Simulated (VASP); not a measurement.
# SnTe (zincblende type) (F-43m) in VASP: relaxation of cell and atoms with PBE

Aim: the relaxation of cell and atoms of SnTe (zincblende type) with PBE.

All numbers are computed with VASP 6.6.1; they aren't measurements. Logs are shortened: lines on timing, memory, paths and dates and some standing lists are left out, and cuts for length are marked.

### Step 1. The cell of the first run

It takes space group F-43m (No. 216, cubic). Conventional cell: a = 6.121 Å, b = 6.121 Å, c = 6.121 Å, α = 90.00°, β = 90.00°, γ = 90.00°. Within 3.5 Å of Sn (site symmetry -43m) lie 4 Te at 2.65 Å. Te (site symmetry -43m) has 4 Sn at 2.65 Å within 3.5 Å.

### Step 2. Relaxation of cell and atoms, PBE, target pressure 17 GPa, at which the enthalpy is minimised

INCAR reads:

```
SYSTEM = SnTe
ALGO = Normal ; EDIFF = 1E-6
EDIFFG = -0.005 ; ENCUT = 600
GGA = PE ; IBRION = 2
ISIF = 3 ; ISMEAR = -1
LASPH = .True. ; LCHARG = .False.
LREAL = .False. ; LWAVE = .False.
NELM = 60 ; NSW = 60
PREC = Accurate ; PSTRESS = 170.0
SIGMA = 0.1
```

KPOINTS reads:

```
k-points
0
Gamma
  12 12 12
  0 0 0
```

POSCAR reads:

```
SnTe
1.0
    0.0000000000      3.0604836510      3.0604836510
    3.0604836510      0.0000000000      3.0604836510
    3.0604836510      3.0604836510      0.0000000000
Sn Te
1 1
Direct
    0.0000000000      0.0000000000      0.0000000000
    0.2500000000      0.2500000000      0.2500000000
```

Potentials or basis: VASP PAW PBE potentials, release 64 (Sn_d, Te).

The run is started by

```bash
$ cat potpaw_PBE.64/Sn_d/POTCAR potpaw_PBE.64/Te/POTCAR > POTCAR
$ mpirun -np 1 vasp_std > vasp.out
```

OUTCAR:

```text
SYSTEM = SnTe
   EDIFF = 1E-6
   EDIFFG = -0.005
   ENCUT = 600
   GGA = PE
   IBRION = 2
   ISIF = 3
   ISMEAR = -1
   LASPH = .True.
   LREAL = .False.
   NELM = 60
   NSW = 60
   PREC = Accurate
   PSTRESS = 170.0

 ion  position               nearest neighbor table
   1  0.000  0.000  0.000-   2 2.65   2 2.65   2 2.65   2 2.65
   2  0.250  0.250  0.250-   1 2.65   1 2.65   1 2.65   1 2.65

  LATTYP: Found a face centered cubic cell.
 ALAT       =     6.1209673020

  Lattice vectors:

 A1 = (   0.0000000000,   3.0604836510,   3.0604836510)
 A2 = (   3.0604836510,   0.0000000000,   3.0604836510)
 A3 = (   3.0604836510,   3.0604836510,   0.0000000000)

Analysis of symmetry for initial positions (statically):
=====================================================================
 Subroutine PRICEL returns:
 Original cell was already a primitive cell.

 Routine SETGRP: Setting up the symmetry group for a
 face centered cubic supercell.

 Subroutine GETGRP returns: Found 24 space group operations
 (whereof 24 operations were pure point group operations)
 out of a pool of 48 trial point group operations.

The static configuration has the point symmetry T_d .

Analysis of symmetry for dynamics (positions and initial velocities):
=====================================================================
 Subroutine PRICEL returns:
 Original cell was already a primitive cell.

 Routine SETGRP: Setting up the symmetry group for a
 face centered cubic supercell.

 Subroutine GETGRP returns: Found 24 space group operations
 (whereof 24 operations were pure point group operations)
 out of a pool of 48 trial point group operations.

The dynamic configuration has the point symmetry T_d .

 Subroutine INISYM returns: Found 24 space group operations
 (whereof 24 operations are pure point group operations),
 and found     1 'primitive' translations

----------------------------------------------------------------------------------------

                                     Primitive cell

  volume of cell :      57.3324

  direct lattice vectors                    reciprocal lattice vectors
     0.000000000  3.060483651  3.060483651    -0.163372871  0.163372871  0.163372871
     3.060483651  0.000000000  3.060483651     0.163372871 -0.163372871  0.163372871
     3.060483651  3.060483651  0.000000000     0.163372871  0.163372871 -0.163372871

  length of vectors
     4.328177487  4.328177487  4.328177487     0.282970113  0.282970113  0.282970113

  position of ions in fractional coordinates (direct lattice)
     0.000000000  0.000000000  0.000000000
     0.250000000  0.250000000  0.250000000

  ion indices of the primitive-cell ions
   primitive index   ion index
                 1           1
                 2           2

----------------------------------------------------------------------------------------

 KPOINTS: k-points

Automatic generation of k-mesh.
 Grid dimensions read from file:
 generate k-points for:   12   12   12

 Generating k-lattice:

  Cartesian coordinates                     Fractional coordinates (reciprocal lattice)
    -0.013614406  0.013614406  0.013614406     0.083333333  0.000000000  0.000000000
     0.013614406 -0.013614406  0.013614406     0.000000000  0.083333333  0.000000000
     0.013614406  0.013614406 -0.013614406     0.000000000  0.000000000  0.083333333

  Length of vectors
     0.023580843  0.023580843  0.023580843

  Shift w.r.t. Gamma in fractional coordinates (k-lattice)
     0.000000000  0.000000000  0.000000000

 Subroutine IBZKPT returns following result:
 ===========================================

 Found     72 irreducible k-points:

 Following reciprocal coordinates:
            Coordinates               Weight
  0.000000  0.000000  0.000000      1.000000
  0.083333  0.000000  0.000000      8.000000
  0.166667  0.000000  0.000000      8.000000
  0.250000  0.000000  0.000000      8.000000
  0.333333  0.000000  0.000000      8.000000
  0.416667  0.000000  0.000000      8.000000
[... 16 lines left out ...]
  0.500000  0.166667  0.000000     24.000000
 -0.416667  0.166667  0.000000     24.000000
 [... further k-points ...]
   k-points           NKPTS =     72   k-points in BZ     NKDIM =     72   number of bands    NBANDS=     14
   number of dos      NEDOS =    301   number of ions     NIONS =      2
   total plane-waves  NPLWV =  46656
   dimension x,y,z NGX =    36 NGY =   36 NGZ =   36
   dimension x,y,z NGXF=    72 NGYF=   72 NGZF=   72
   ions per type =               1   1
   NGX,Y,Z   is equivalent  to a cutoff of  13.83, 13.83, 13.83 a.u.
   NGXF,Y,Z  is equivalent  to a cutoff of  27.66, 27.66, 27.66 a.u.
 SYSTEM =  SnTe
   PREC   = accura    normal or accurate (medium, high low for compatibility)
   ISTART =      0    job   : 0-new  1-cont  2-samecut
   ICHARG =      2    charge: 1-file 2-atom 10-const
   ISPIN  =      1    spin polarized calculation?
   LNONCOLLINEAR =      F non collinear calculations
   LSORBIT =      F    spin-orbit coupling
   LASPH  =      T    aspherical Exc in radial PAW
   ENCUT  =  600.0 eV  44.10 Ry    6.64 a.u.   8.64  8.64  8.64*2*pi/ulx,y,z
   NELM   =     60;   NELMIN=  2; NELMDL= -5     # of ELM steps
   EDIFF  = 0.1E-05   stopping-criterion for ELM
   LREAL  =      F    real-space projection
   EDIFFG = -.5E-02   stopping-criterion for IOM
   NSW    =     60    number of steps for IOM
   IBRION =      2    ionic relax: 0-MD 1-quasi-New 2-CG
   NFREE  =      1    steps in history (QN), initial steepest desc. (CG)
   ISIF   =      3    stress and relaxation
   ISYM   =      2    0-nonsym 1-usesym 2-fastsym
   POTIM  = 0.5000    time-step for ionic-motion
   TEBEG  =    0.0;   TEEND  =   0.0 temperature during run
   PSTRESS=  170.0 pullay stress
   NELECT =      20.0000    total number of electrons
   NUPDOWN=      -1.0000    fix difference up-down
   EMIN   =  10.00;   EMAX   =-10.00  energy-range for DOS
   EFERMI =   0.00;   METHOD = LEGACY
   ISMEAR =    -1;   SIGMA  =   0.10  broadening in eV -4-tet -1-fermi 0-gaus
   EFERMI_NEDOS =   21; number of points for ismear=-14 and -15
   IALGO  =     38    algorithm
   IMIX   =      4    mixing-type and parameters
     AMIX     =   0.40;   BMIX     =  1.00
     AMIX_MAG =   1.60;   BMIX_MAG =  1.00
  volume/ion in A,a.u.               =      28.67       193.45
  Fermi-wavevector in a.u.,A,eV,Ry     =   1.152439  2.177795 18.070123  1.328117
  Thomas-Fermi vector in A             =   2.289090
   LORBIT       =      0    0 simple, 1 ext, 2 COOP (PROOUT), +10 PAW based schemes
   GGA     = PE    functional components
   LHFCALC =     F    Hartree Fock is set to
   AEXX    =    0.0000 exact exchange contribution
   IVDW    =     0    specifies the selected vdW correction
   LEPSILON=     F    determine dielectric tensor
   LRPA    =     F    only Hartree local field effects (RPA)
 conjugate gradient relaxation of ions
 non-spin polarized calculation
  energy-cutoff  :      600.00
  volume of cell :       57.33
 maximum number of plane-waves:      1936
   NGX = 17   NGY = 17   NGZ = 17

--------------------------------------- Ionic step        1  -------------------------------------------

 number of electron      20.0000003 magnetization

 Free energy of the ion-electron system (eV)
  ---------------------------------------------------
  ext. energy  EPLUGINS =         0.00000000
  ---------------------------------------------------
  free energy    TOTEN  =        -4.81691633 eV

  energy without entropy =       -4.78734118  energy(sigma->0) =       -4.80212875

------------------------ aborting loop because EDIFF is reached ----------------------------------------

  FORCE on cell =-STRESS in cart. coord.  units (eV):
  Direction    XX          YY          ZZ          XY          YZ          ZX
  --------------------------------------------------------------------------------------
  -------------------------------------------------------------------------------------
  Total       10.6778239     10.6778239     10.6778239      0.0000000      0.0000000      0.0000000
  in kB      298.3961039    298.3961039    298.3961039      0.0000000      0.0000000      0.0000000
  external PRESSURE =     128.3961039 kB  Pullay stress =     170.0000000 kB
[... 23 lines left out ...]
  enthalpy is  TOTEN    =         1.2663737477 eV   P V=        6.0832900806

--------------------------------------- Ionic step        2  -------------------------------------------

 number of electron      20.0000002 magnetization

 E-fermi :   4.8755     XC(G=0):  -8.2254

 val. band max:        4.8750872911   @ k =  -0.2500   0.4167   0.1667
 cond. band min:       4.8861598913   @ k =  -0.4167   0.5000   0.0833
 fundamental gap:      0.0110726002
 Fermi energy:         4.8755409805

 k-point     1 :       0.0000    0.0000    0.0000
  band No.  band energies     occupation
      1     -17.0073      2.00000
      2     -17.0073      2.00000
      3     -17.0073      2.00000
      4     -16.9837      2.00000
      5     -16.9837      2.00000
      6      -7.7351      2.00000
      7       0.2384      2.00000
      8       2.4699      2.00000
      9       2.4699      2.00000
     10       2.4699      2.00000
     11       5.7107      0.00047
     12       5.7107      0.00047
     13       5.7107      0.00047
     14       8.9145      0.00000
[... 458 lines left out ...]
  FREE ENERGIE OF THE ION-ELECTRON SYSTEM (eV)
  ---------------------------------------------------
  free  energy   TOTEN  =        -5.9724729743 eV

  energy  without entropy=       -5.9436227660  energy(sigma->0) =       -5.95804787

  enthalpy is  TOTEN    =         0.9830836665 eV   P V=        6.9555566408

[... ionic steps 4 to 13 ...]

--------------------------------------- Ionic step       14  -------------------------------------------

 number of electron      20.0000003 magnetization

------------------------ aborting loop because EDIFF is reached ----------------------------------------

  FORCE on cell =-STRESS in cart. coord.  units (eV):
  Direction    XX          YY          ZZ          XY          YZ          ZX
  --------------------------------------------------------------------------------------
  -------------------------------------------------------------------------------------
  Total        6.9338577      6.9338577      6.9338577     -0.0000000      0.0000000      0.0000000
  in kB      170.6825448    170.6825448    170.6825448     -0.0000000      0.0000000      0.0000000
  external PRESSURE =       0.6825448 kB  Pullay stress =     170.0000000 kB
[... 61 lines left out ...]
  enthalpy is  TOTEN    =         0.9824565932 eV   P V=        6.9086816126

--------------------------------------- Ionic step       16  -------------------------------------------

 number of electron      20.0000003 magnetization

 Free energy of the ion-electron system (eV)
  ---------------------------------------------------
  ext. energy  EPLUGINS =         0.00000000
  ---------------------------------------------------
  free energy    TOTEN  =        -5.93133395 eV

  energy without entropy =       -5.90246555  energy(sigma->0) =       -5.91689975

 E-fermi :   6.9051     XC(G=0):  -9.0893

 val. band max:        6.8988757884   @ k =   0.4167   0.3333   0.0833
 cond. band min:       6.9081453418   @ k =  -0.4167   0.3333   0.1667
 fundamental gap:      0.0092695534
 Fermi energy:         6.9051109925

 k-point     1 :       0.0000    0.0000    0.0000
  band No.  band energies     occupation
      1     -15.2173      2.00000
      2     -15.2173      2.00000
      3     -15.2173      2.00000
      4     -15.1655      2.00000
      5     -15.1655      2.00000
      6      -7.0330      2.00000
      7       3.0427      2.00000
      8       4.0556      2.00000
      9       4.0556      2.00000
     10       4.0556      2.00000
     11       7.5362      0.00362
     12       7.5362      0.00362
     13       7.5362      0.00362
     14      10.8836      0.00000
[... 420 lines left out ...]
  FREE ENERGIE OF THE ION-ELECTRON SYSTEM (eV)
  ---------------------------------------------------
  free  energy   TOTEN  =        -5.9313339531 eV

  energy  without entropy=       -5.9024655490  energy(sigma->0) =       -5.91689975

  enthalpy is  TOTEN    =         0.9824530758 eV   P V=        6.9137870290

 reached required accuracy - stopping structural energy minimisation
```

Wall time 4.7 min (1 thread of AMD EPYC 9R45 (Zen 5), shared host); peak memory 0.24 GiB.

Results:

- Free energy: -5.9313 eV
- Relaxed volume: 32.58 Å³/atom
- Relaxed cell: a = 4.517 Å, b = 4.517 Å, c = 4.517 Å, α = 60.00°, β = 60.00°, γ = 60.00°
- Space group after relaxing (to 0.1 Å): F-43m (No. 216)
- Energy change on relaxing (the run minimises the enthalpy): -557.2 meV/atom
- Ionic steps: 16
- Pressure after relaxing: 17.0 GPa
- Band gap on the k mesh: zero (bands 10 and 11 overlap by 1.42 eV)

The path:
| step | energy change (eV) | largest force (eV/Å) | pressure (GPa) | volume (Å³) |
| --- | --- | --- | --- | --- |
| 1 | 0.0000 | 0.0000 | 29.84 | 57.33 |
| 2 | -2.0064 | 0.0000 | 5.82 | 78.58 |
| 3 | -1.1556 | 0.0000 | 16.54 | 65.55 |
| 4 | -1.1201 | 0.0000 | 16.92 | 65.21 |
| 5 | -1.1027 | 0.0000 | 17.16 | 65.05 |
| 6 | -1.1031 | 0.0000 | 17.14 | 65.05 |
| 7 | -1.1042 | 0.0000 | 17.10 | 65.06 |
| 8 | -1.1042 | 0.0000 | 17.11 | 65.06 |
| 9 | -1.1043 | 0.0000 | 17.11 | 65.06 |
| 10 | -1.1043 | 0.0000 | 17.11 | 65.06 |
| 11 | -1.1045 | 0.0000 | 17.11 | 65.07 |
| 12 | -1.1048 | 0.0000 | 17.11 | 65.07 |
| 13 | -1.1055 | 0.0000 | 17.08 | 65.08 |
| 14 | -1.1067 | 0.0000 | 17.07 | 65.09 |
| 15 | -1.1093 | 0.0000 | 17.03 | 65.11 |
| 16 | -1.1144 | 0.0000 | 16.99 | 65.16 |

Final structure:
```
CELL_PARAMETERS angstrom
0.00000 3.19386 3.19386
3.19386 0.00000 3.19386
3.19386 3.19386 0.00000
ATOMIC_POSITIONS crystal
Sn 0.00000 0.00000 0.00000
Te 0.25000 0.25000 0.25000
```

Caveat: the cell is relaxed towards a set pressure, so the run minimises the enthalpy, not the energy; spin-orbit coupling is left out, which moves the levels of the heavy elements.
